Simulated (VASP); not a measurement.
Wanted: the native input for a VASP 6.6.1 run.

```yaml
Task: single point
Functional: PBE
Potentials_or_basis: VASP PAW PBE potentials, release 64 (Si, Ti_sv)
Cutoff: 520 eV
k_mesh: 2 × 2 × 2
Occupations: fermi-dirac, width 0.05 eV
Spin: no spin polarisation
Dipole_correction: no
Further_INCAR_settings: LREAL = Auto; ALGO = Normal; EDIFF = 1e-06; NBANDS = 52
```

The structure of TiSi16 (a cell with a defect) lies in POSCAR:

```
TiSi16
1.0
    0.0000000000      5.4300000000      5.4300000000
    5.4300000000      0.0000000000      5.4300000000
    5.4300000000      5.4300000000      0.0000000000
Si Ti
16 1
Direct
    0.0079558011     -0.0107918969     -0.0369797422
    0.1312891344      0.1193186004      0.0937937385
   -0.0171178637      0.0102302026      0.5226979742
    0.1820534070      0.1247605893      0.6177071823
    0.0104511971      0.4801012891     -0.0248158379
    0.1052670350      0.6183977901      0.1411786372
   -0.0224493554      0.4909208103      0.5284346225
    0.0847329650      0.6460773481      0.6351933702
    0.5009944751     -0.0115101289     -0.0226151013
    0.6396316759      0.1263167587      0.0996500921
    0.5427163904      0.0101565378      0.5124401473
    0.6169705341      0.1659392265      0.6168416206
    0.4774769797      0.4736464088      0.0127992634
    0.6284990792      0.6140239411      0.1164364641
    0.4509392265      0.5127808471      0.5174953959
    0.6194935543      0.6146869245      0.6529926335
    0.3973941068      0.8848895028      0.3902670350
```

The input as run:

INCAR

```
  PREC = Accurate
  ENCUT = 520
  EDIFF = 1E-6
  ISMEAR = -1
  SIGMA = 0.05
  LREAL = Auto
  LASPH = T
  NELM = 80
  ALGO = Normal
  ISIF = 2
  LWAVE = F
  LCHARG = F
  GGA = PE
  NBANDS = 52
```

KPOINTS

```
regular mesh
0
Gamma
  2 2 2
```

Potentials or basis: VASP PAW PBE potentials, release 64 (Si, Ti_sv).

Run with:

```bash
$ cat potpaw_PBE.64/Si/POTCAR potpaw_PBE.64/Ti_sv/POTCAR > POTCAR
$ mpirun -np 1 vasp_std > vasp.out
```

Results of the run:

```
Pressure               : 5.0 GPa
Largest force          : 3.152 eV/Å
Band gap on the k mesh : zero (bands 38 and 39 overlap by 0.32 eV)
```

Caveat: the k points lie up to 0.50 Å⁻¹ apart.

Wall time 4.7 min on 1 thread of Intel(R) Xeon(R) 6975P-C (Granite Rapids), with other jobs on the host, peak memory 0.49 GiB.
